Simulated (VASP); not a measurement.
# Zn (Im-3m) in VASP: further runs, part 2 of 3

VASP 6.6.1. Earlier steps stand in the parts before.

**3. Single point, PBEsol**

This run uses another cell than the first one, of 14.27 Å³/atom, 1.053 times its volume.

Contents of INCAR:

```
SYSTEM = Zn
PREC = Accurate
ENCUT = 520
EDIFF = 1E-6
ISMEAR = -1
SIGMA = 0.05
LREAL = .FALSE.
LASPH = .TRUE.
NELM = 60
ALGO = Fast
ISIF = 2
LWAVE = .FALSE.
LCHARG = .FALSE.
GGA = PS
NBANDS = 12
```

Contents of KPOINTS:

```
Automatic mesh
0
G
  12 12 12
  0 0 0
```

Contents of POSCAR:

```
Zn
1.0
   -1.5278442198      1.5278442198      1.5278442198
    1.5278442198     -1.5278442198      1.5278442198
    1.5278442198      1.5278442198     -1.5278442198
Zn
1
Direct
    0.0000000000      0.0000000000      0.0000000000
```

Potentials or basis: VASP PAW PBE potentials, release 64 (Zn).

The run is started by

```bash
cat potpaw_PBE.64/Zn/POTCAR > POTCAR
mpirun -np 1 vasp_std > vasp.out
```

OUTCAR:

```text
SYSTEM = Zn
   PREC = Accurate
   ENCUT = 520
   EDIFF = 1E-6
   ISMEAR = -1
   LREAL = .FALSE.
   LASPH = .TRUE.
   NELM = 60
   ISIF = 2
   GGA = PS

 ion  position               nearest neighbor table
   1  0.000  0.000  0.000-

  LATTYP: Found a body centered cubic cell.
 ALAT       =     3.0556884396

  Lattice vectors:

 A1 = (  -1.5278442198,   1.5278442198,   1.5278442198)
 A2 = (   1.5278442198,  -1.5278442198,   1.5278442198)
 A3 = (   1.5278442198,   1.5278442198,  -1.5278442198)

Analysis of symmetry for initial positions (statically):
=====================================================================
 Subroutine PRICEL returns:
 Original cell was already a primitive cell.

 Routine SETGRP: Setting up the symmetry group for a
 body centered cubic supercell.

 Subroutine GETGRP returns: Found 48 space group operations
 (whereof 48 operations were pure point group operations)
 out of a pool of 48 trial point group operations.

The static configuration has the point symmetry O_h .

Analysis of symmetry for dynamics (positions and initial velocities):
=====================================================================
 Subroutine PRICEL returns:
 Original cell was already a primitive cell.

 Routine SETGRP: Setting up the symmetry group for a
 body centered cubic supercell.

 Subroutine GETGRP returns: Found 48 space group operations
 (whereof 48 operations were pure point group operations)
 out of a pool of 48 trial point group operations.

The dynamic configuration has the point symmetry O_h .

 Subroutine INISYM returns: Found 48 space group operations
 (whereof 48 operations are pure point group operations),
 and found     1 'primitive' translations

----------------------------------------------------------------------------------------

                                     Primitive cell

  volume of cell :      14.2658

  direct lattice vectors                    reciprocal lattice vectors
    -1.527844220  1.527844220  1.527844220     0.000000000  0.327258495  0.327258495
     1.527844220 -1.527844220  1.527844220     0.327258495  0.000000000  0.327258495
     1.527844220  1.527844220 -1.527844220     0.327258495  0.327258495  0.000000000

  length of vectors
     2.646303815  2.646303815  2.646303815     0.462813402  0.462813402  0.462813402

  position of ions in fractional coordinates (direct lattice)
     0.000000000  0.000000000  0.000000000

  ion indices of the primitive-cell ions
   primitive index   ion index
                 1           1

----------------------------------------------------------------------------------------

 KPOINTS: Automatic mesh

Automatic generation of k-mesh.
 Grid dimensions read from file:
 generate k-points for:   12   12   12

 Generating k-lattice:

  Cartesian coordinates                     Fractional coordinates (reciprocal lattice)
     0.000000000  0.027271541  0.027271541     0.083333333  0.000000000  0.000000000
     0.027271541  0.000000000  0.027271541     0.000000000  0.083333333  0.000000000
     0.027271541  0.027271541  0.000000000     0.000000000  0.000000000  0.083333333

  Length of vectors
     0.038567784  0.038567784  0.038567784

  Shift w.r.t. Gamma in fractional coordinates (k-lattice)
     0.000000000  0.000000000  0.000000000

 Subroutine IBZKPT returns following result:
 ===========================================

 Found     72 irreducible k-points:

 Following reciprocal coordinates:
            Coordinates               Weight
  0.000000  0.000000  0.000000      1.000000
  0.083333  0.000000  0.000000     12.000000
  0.166667  0.000000  0.000000     12.000000
  0.250000  0.000000  0.000000     12.000000
  0.333333  0.000000  0.000000     12.000000
  0.416667  0.000000  0.000000     12.000000
[... 16 lines left out ...]
  0.333333  0.083333  0.083333     24.000000
  0.416667  0.083333  0.083333     12.000000
 [... further k-points ...]
   k-points           NKPTS =     72   k-points in BZ     NKDIM =     72   number of bands    NBANDS=     12
   number of dos      NEDOS =    301   number of ions     NIONS =      1
   total plane-waves  NPLWV =   8000
   dimension x,y,z NGX =    20 NGY =   20 NGZ =   20
   dimension x,y,z NGXF=    40 NGYF=   40 NGZF=   40
   ions per type =               1
   NGX,Y,Z   is equivalent  to a cutoff of  12.56, 12.56, 12.56 a.u.
   NGXF,Y,Z  is equivalent  to a cutoff of  25.13, 25.13, 25.13 a.u.
 SYSTEM =  Zn
   PREC   = accura    normal or accurate (medium, high low for compatibility)
   ISTART =      0    job   : 0-new  1-cont  2-samecut
   ICHARG =      2    charge: 1-file 2-atom 10-const
   ISPIN  =      1    spin polarized calculation?
   LNONCOLLINEAR =      F non collinear calculations
   LSORBIT =      F    spin-orbit coupling
   LASPH  =      T    aspherical Exc in radial PAW
   ENCUT  =  520.0 eV  38.22 Ry    6.18 a.u.   4.92  4.92  4.92*2*pi/ulx,y,z
   NELM   =     60;   NELMIN=  2; NELMDL= -5     # of ELM steps
   EDIFF  = 0.1E-05   stopping-criterion for ELM
   LREAL  =      F    real-space projection
   EDIFFG = 0.1E-04   stopping-criterion for IOM
   NSW    =      0    number of steps for IOM
   IBRION =     -1    ionic relax: 0-MD 1-quasi-New 2-CG
   NFREE  =      0    steps in history (QN), initial steepest desc. (CG)
   ISIF   =      2    stress and relaxation
   ISYM   =      2    0-nonsym 1-usesym 2-fastsym
   POTIM  = 0.5000    time-step for ionic-motion
   TEBEG  =    0.0;   TEEND  =   0.0 temperature during run
   PSTRESS=    0.0 pullay stress
   NELECT =      12.0000    total number of electrons
   NUPDOWN=      -1.0000    fix difference up-down
   EMIN   =  10.00;   EMAX   =-10.00  energy-range for DOS
   EFERMI =   0.00;   METHOD = LEGACY
   ISMEAR =    -1;   SIGMA  =   0.05  broadening in eV -4-tet -1-fermi 0-gaus
   EFERMI_NEDOS =   21; number of points for ismear=-14 and -15
   IALGO  =     68    algorithm
   IMIX   =      4    mixing-type and parameters
     AMIX     =   0.40;   BMIX     =  1.00
     AMIX_MAG =   1.60;   BMIX_MAG =  1.00
  volume/ion in A,a.u.               =      14.27        96.27
  Fermi-wavevector in a.u.,A,eV,Ry     =   1.545383  2.920351 32.493557  2.388209
  Thomas-Fermi vector in A             =   2.650770
   LORBIT       =      0    0 simple, 1 ext, 2 COOP (PROOUT), +10 PAW based schemes
   GGA     = PS    functional components
   LHFCALC =     F    Hartree Fock is set to
   AEXX    =    0.0000 exact exchange contribution
   IVDW    =     0    specifies the selected vdW correction
   LEPSILON=     F    determine dielectric tensor
   LRPA    =     F    only Hartree local field effects (RPA)
 non-spin polarized calculation
 RMM-DIIS sequential band-by-band and
  energy-cutoff  :      520.00
  volume of cell :       14.27
 maximum number of plane-waves:       402
   NGX =  9   NGY =  9   NGZ =  9

 number of electron      11.9999983 magnetization

 Free energy of the ion-electron system (eV)
  ---------------------------------------------------
  ext. energy  EPLUGINS =         0.00000000
  ---------------------------------------------------
  free energy    TOTEN  =        -1.48802828 eV

  energy without entropy =       -1.48446859  energy(sigma->0) =       -1.48624844

 E-fermi :   3.5349     XC(G=0): -12.0553

 val. band max:        3.4394256256   @ k =   0.3333   0.2500   0.0833
 cond. band min:       3.5355006973   @ k =  -0.4167  -0.4167   0.0833
 fundamental gap:      0.0960750717
 Fermi energy:         3.5348796297

 k-point     1 :       0.0000    0.0000    0.0000
  band No.  band energies     occupation
      1      -7.5090      2.00000
      2      -4.4593      2.00000
      3      -4.4593      2.00000
      4      -4.4593      2.00000
      5      -3.8817      2.00000
      6      -3.8817      2.00000
      7      23.7915      0.00000
      8      23.7915      0.00000
      9      23.7915      0.00000
     10      24.9375      0.00000
     11      24.9375      0.00000
     12      24.9376      0.00000

 k-point     2 :       0.0833    0.0000    0.0000
  band No.  band energies     occupation
      1      -7.2780      2.00000
      2      -4.4832      2.00000
      3      -4.4545      2.00000
      4      -4.4006      2.00000
      5      -3.9038      2.00000
      6      -3.8801      2.00000
      7      20.6231      0.00000
      8      22.1993      0.00000
      9      22.6071      0.00000
     10      23.6437      0.00000
     11      23.8232      0.00000
     12      24.8404      0.00000
[... 316 lines left out ...]
 k-point    24 :       0.4167    0.0833    0.0833
  band No.  band energies     occupation
      1      -5.0830      2.00000
      2      -4.8092      2.00000
      3      -3.8925      2.00000
      4      -3.8399      2.00000
      5      -3.7875      2.00000
      6       1.2729      2.00000
      7       2.9345      1.99999
      8      12.5350      0.00000
      9      13.1148      0.00000
     10      23.8118      0.00000
     11      24.9057      0.00000
     12      32.8641      0.00000

 [... further k-points ...]
[... 5 lines left out ...]
  --------------------------------------------------------------------------------------
  -------------------------------------------------------------------------------------
  Total        0.0373091      0.0373091      0.0373091      0.0000000     -0.0000000      0.0000000
  in kB        4.1901346      4.1901346      4.1901346      0.0000000     -0.0000000      0.0000000
  external PRESSURE =       4.1901346 kB  Pullay stress =       0.0000000 kB

 VOLUME and BASIS-vectors are now :
 -----------------------------------------------------------------------------
  energy-cutoff  :      520.00
  volume of cell :       14.27
      direct lattice vectors                 reciprocal lattice vectors
    -1.527844220  1.527844220  1.527844220     0.000000000  0.327258495  0.327258495
     1.527844220 -1.527844220  1.527844220     0.327258495  0.000000000  0.327258495
     1.527844220  1.527844220 -1.527844220     0.327258495  0.327258495  0.000000000

 POSITION                                       TOTAL-FORCE (eV/Angst)
 -----------------------------------------------------------------------------------
      0.00000      0.00000      0.00000         0.000000     -0.000000      0.000000
 -----------------------------------------------------------------------------------
    total drift:                                0.000000     -0.000000      0.000000

  FREE ENERGIE OF THE ION-ELECTRON SYSTEM (eV)
  ---------------------------------------------------
  free  energy   TOTEN  =        -1.4880282845 eV

  energy  without entropy=       -1.4844685948  energy(sigma->0) =       -1.48624844
```

Run time: 4.9 s. Hardware: 1 thread of Intel Xeon 6975P-C (Granite Rapids), shared host; peak memory 0.12 GiB.

Results:

```yaml
Free_energy: -1.4880 eV
Pressure: 0.4 GPa
Band_gap_on_the_k_mesh: zero (band 6 reaches 7.80 eV, above the bottom of band 7 at 2.65 eV)
```

Caveat: the PAW data sets were made with another functional, which shifts forces and pressure a little.

**4. Relaxation of cell and atoms, PBEsol, target pressure 5 GPa, at which the enthalpy is minimised**

This run uses another cell than the first one, of 15.45 Å³/atom, 1.140 times its volume.

Contents of INCAR:

```
SYSTEM = Zn
PREC     = Accurate       ! precision mode
ENCUT    = 600            ! plane-wave cutoff, eV
EDIFF    = 1E-7           ! SCF threshold, eV
ISMEAR   = -1             ! smearing method
SIGMA    = 0.05           ! smearing width, eV
LREAL    = .False.        ! projectors in reciprocal space
LASPH    = .True.         ! aspherical terms in the spheres
NELM     = 80             ! most SCF steps
ALGO     = Fast           ! electronic algorithm
ISIF     = 3              ! what is computed and relaxed
LWAVE    = .False.        ! write WAVECAR
LCHARG   = .False.        ! write CHGCAR
GGA      = PS             ! functional
IBRION   = 2              ! ionic algorithm
NSW      = 60             ! ionic steps
EDIFFG   = -0.01          ! ionic threshold
PSTRESS  = 50.0
```

Contents of KPOINTS:

```
regular mesh
0
Gamma
  12 12 12
  0 0 0
```

Contents of POSCAR:

```
Zn
1.0
   -1.5690370000      1.5690370000      1.5690370000
    1.5690370000     -1.5690370000      1.5690370000
    1.5690370000      1.5690370000     -1.5690370000
Zn
1
Direct
    0.0000000000      0.0000000000      0.0000000000
```

Potentials or basis: VASP PAW PBE potentials, release 64 (Zn).

The run is started by

```bash
cat potpaw_PBE.64/Zn/POTCAR > POTCAR
mpirun -np 1 vasp_std > vasp.out
```

OUTCAR:

```text
SYSTEM = Zn
   PREC = Accurate
   ENCUT = 600
   EDIFF = 1E-7
   ISMEAR = -1
   LREAL = .False.
   LASPH = .True.
   NELM = 80
   ISIF = 3
   GGA = PS
   IBRION = 2
   NSW = 60
   EDIFFG = -0.01
   PSTRESS = 50.0

 ion  position               nearest neighbor table
   1  0.000  0.000  0.000-

  LATTYP: Found a body centered cubic cell.
 ALAT       =     3.1380740000

  Lattice vectors:

 A1 = (  -1.5690370000,   1.5690370000,   1.5690370000)
 A2 = (   1.5690370000,  -1.5690370000,   1.5690370000)
 A3 = (   1.5690370000,   1.5690370000,  -1.5690370000)

Analysis of symmetry for initial positions (statically):
=====================================================================
 Subroutine PRICEL returns:
 Original cell was already a primitive cell.

 Routine SETGRP: Setting up the symmetry group for a
 body centered cubic supercell.

 Subroutine GETGRP returns: Found 48 space group operations
 (whereof 48 operations were pure point group operations)
 out of a pool of 48 trial point group operations.

The static configuration has the point symmetry O_h .

Analysis of symmetry for dynamics (positions and initial velocities):
[... 166 lines left out ...]
  -------------------------------------------------------------------------------------
  Total       -0.4924758     -0.4924758     -0.4924758      0.0000000     -0.0000000     -0.0000000
  in kB      -51.0664851    -51.0664851    -51.0664851      0.0000000     -0.0000000     -0.0000000
  external PRESSURE =    -101.0664851 kB  Pullay stress =      50.0000000 kB
[... 61 lines left out ...]
--------------------------------------- Ionic step        3  -------------------------------------------

 number of electron      12.0000002 magnetization

 Free energy of the ion-electron system (eV)
  ---------------------------------------------------
  ext. energy  EPLUGINS =         0.00000000
  ---------------------------------------------------
  free energy    TOTEN  =        -1.47788365 eV

  energy without entropy =       -1.47471546  energy(sigma->0) =       -1.47629956

 E-fermi :   3.9861     XC(G=0): -12.3163

 val. band max:        3.7628716145   @ k =   0.3333   0.2500   0.0833
 cond. band min:       3.9975049680   @ k =   0.4167   0.0833   0.0000
 fundamental gap:      0.2346333535
 Fermi energy:         3.9861320674

 k-point     1 :       0.0000    0.0000    0.0000
  band No.  band energies     occupation
      1      -7.5500      2.00000
      2      -4.2399      2.00000
      3      -4.2399      2.00000
      4      -4.2399      2.00000
      5      -3.6121      2.00000
      6      -3.6121      2.00000
      7      25.0328      0.00000
      8      25.0328      0.00000
      9      25.0334      0.00000
     10      25.7502      0.00000
[... 287 lines left out ...]
 k-point    24 :       0.4167    0.0833    0.0833
  band No.  band energies     occupation
      1      -4.9371      2.00000
      2      -4.6258      2.00000
      3      -3.6228      2.00000
      4      -3.5648      2.00000
      5      -3.5224      2.00000
      6       1.4921      2.00000
      7       3.4118      1.99998
      8      13.2572      0.00000
      9      13.7399      0.00000
     10      24.7330      0.00000

 [... further k-points ...]
[... 5 lines left out ...]
  --------------------------------------------------------------------------------------
  -------------------------------------------------------------------------------------
  Total        0.4334808      0.4334808      0.4334808      0.0000000      0.0000000      0.0000000
  in kB       51.0743296     51.0743296     51.0743296      0.0000000      0.0000000      0.0000000
  external PRESSURE =       1.0743296 kB  Pullay stress =      50.0000000 kB
[... 20 lines left out ...]
  energy  without entropy=       -1.4747154579  energy(sigma->0) =       -1.47629956

  enthalpy is  TOTEN    =        -1.0535210012 eV   P V=        0.4243626528

 reached required accuracy - stopping structural energy minimisation
```

OSZICAR:

```text
N       E                     dE             d eps       ncg     rms          rms(c)
DAV:   1     0.373126280766E+02    0.37313E+02   -0.75972E+03  1456   0.211E+03
[... 25 lines left out ...]
DAV:   1    -0.152760743564E+01   -0.58145E-01   -0.63438E-01  1530   0.177E+01    0.157E+00
RMM:   2    -0.148339481167E+01    0.44213E-01   -0.10747E-01  1440   0.544E+00    0.523E-01
RMM:   3    -0.147973048742E+01    0.36643E-02   -0.22483E-03  1440   0.801E-01    0.295E-01
RMM:   4    -0.147791309113E+01    0.18174E-02   -0.80840E-04  1440   0.317E-01    0.441E-02
RMM:   5    -0.147788365456E+01    0.29437E-04   -0.24788E-04  1440   0.290E-01    0.174E-02
RMM:   6    -0.147788354350E+01    0.11105E-06   -0.93711E-06  1431   0.385E-02    0.217E-03
RMM:   7    -0.147788366536E+01   -0.12186E-06   -0.95648E-07  1327   0.133E-02    0.131E-03
RMM:   8    -0.147788365396E+01    0.11403E-07   -0.85800E-08   917   0.421E-03
   3 F= -.10535210E+01 E0= -.10519369E+01  d E =-.663717E-01
```

CONTCAR:

```text
Zn
   1.00000000000000
    -1.5036239944254672    1.5036239944254672    1.5036239944254672
     1.5036239944254672   -1.5036239944254672    1.5036239944254672
     1.5036239944254672    1.5036239944254672   -1.5036239944254672
  Zn
     1
Direct
     0.0000000000000000    0.0000000000000000    0.0000000000000000

  0.00000000E+00  0.00000000E+00  0.00000000E+00
```

Wall time 14 s (1 thread of Intel Xeon 6975P-C (Granite Rapids), shared host); peak memory 0.15 GiB.

Results:

```
Free energy                                            : -1.4779 eV
Relaxed volume                                         : 13.60 Å³/atom
Relaxed cell                                           : a = 2.604 Å, b = 2.604 Å, c = 2.604 Å, α = 109.47°, β = 109.47°, γ = 109.47°
Space group after relaxing (to 0.05 Å)                 : Im-3m (No. 229)
Energy change on relaxing (the enthalpy is what falls) : -8.5 meV/atom
Ionic steps                                            : 3
Pressure after relaxing                                : 5.1 GPa
Band gap on the k mesh                                 : zero (band 6 reaches 8.27 eV, above the bottom of band 7 at 3.13 eV)
```

The path:
```
step  energy change (eV)  largest force (eV/Å)  pressure (GPa)  volume (Å³)
   1              0.0000                0.0000           -5.11        15.45
   2             -0.0001                0.0000            6.93        13.37
   3             -0.0085                0.0000            5.11        13.60
```

Final structure:
```xyz
1
Lattice="-1.5036 1.5036 1.5036 1.5036 -1.5036 1.5036 1.5036 1.5036 -1.5036" Properties=species:S:1:pos:R:3 pbc="T T T"
Zn    0.0000    0.0000    0.0000
```

Caveat: the cell is relaxed towards a set pressure, so the enthalpy falls and the energy may rise; the PAW data sets were made with another functional, which shifts forces and pressure a little.

(Continued in part 3 of 3.)
